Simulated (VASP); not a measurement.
Write the native input for VASP 6.6.1 that does the following.

```
Task                   : single point
Functional             : LDA
Potentials or basis    : VASP PAW LDA potentials, release 64 (Ge_d, Si)
Cutoff                 : 520 eV
k mesh                 : 9 × 9 × 1
Occupations            : gaussian, width 0.1 eV
Spin                   : no spin polarisation
Dipole correction      : yes
Further INCAR settings : ALGO = Normal; EDIFF = 1e-06; NBANDS = 38
```

The structure of SiGe4 lies in POSCAR:

```
SiGe4
1.0
    3.9749475856      0.0000000000      0.0000000000
   -1.9874737928      3.4424055879      0.0000000000
    0.0000000000      0.0000000000     19.6181517136
Ge Si
4 1
Direct
    0.3333333333      0.6666666666      0.2038928059
    0.0000000000      0.0000000000      0.2452515838
    0.0000000000      0.0000000000      0.3764881450
    0.6666666667      0.3333333333      0.4138081830
    1.0000000000      0.5000000000      0.5200023777
```

These files were run (other wordings do the same):

INCAR

```
ALGO = Normal
DIPOL = 0.5 0.5 0.352
EDIFF = 1E-6
ENCUT = 520
IDIPOL = 3
ISIF = 2
ISMEAR = 0
LASPH = T
LCHARG = F
LDIPOL = T
LREAL = F
LWAVE = F
NBANDS = 38
NELM = 100
PREC = Accurate
SIGMA = 0.1
```

KPOINTS

```
k-points
0
Gamma
  9 9 1
```

Potentials or basis: VASP PAW LDA potentials, release 64 (Ge_d, Si).

Run with:

```bash
$ cat potpaw_LDA.64/Ge_d/POTCAR potpaw_LDA.64/Si/POTCAR > POTCAR
$ mpirun -np 1 vasp_std > vasp.out
```

Results of the run:

- Largest force: 0.832 eV/Å
- Band gap on the k mesh: zero (bands 30 and 31 overlap by 0.72 eV)

Run time: 11 min on 1 thread of Intel Xeon 8259CL (shared host), peak memory 0.38 GiB.
